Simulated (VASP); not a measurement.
The system is SnTe.

```
Sn Te
1.0
     0.00000    3.61115    3.61115
     3.61115    0.00000    3.61115
     3.61115    3.61115    0.00000
Sn Te
1 1
Direct
  0.00000 0.00000 0.00000
  0.75000 0.75000 0.75000
```

Base run:

| Item | Value |
| --- | --- |
| Program | VASP 6.6.1 |
| Functional | PBEsol |
| Potentials or basis | VASP PAW PBE potentials, release 64 (Sn_d, Te) |
| Cutoff | 520 eV |
| k mesh | 8 × 8 × 8 |
| Occupations | gaussian, width 0.01 eV |
| Spin | no spin polarisation |

Its results: band gap on the k mesh 0.03 eV, indirect (least direct gap 0.76 eV); pressure -1.4 GPa.

The run is repeated on the same cell with these changes: k mesh from 8 × 8 × 8 to 2 × 2 × 2. What comes out?

Band gap on the k mesh 0.77 eV, direct; pressure -2.5 GPa.

Caveats: some runs use coarse meshes; the PAW data sets were made with another functional, which shifts forces and pressure a little; spin-orbit coupling is left out, which moves the levels of the heavy elements.

A k mesh can miss the band edges.
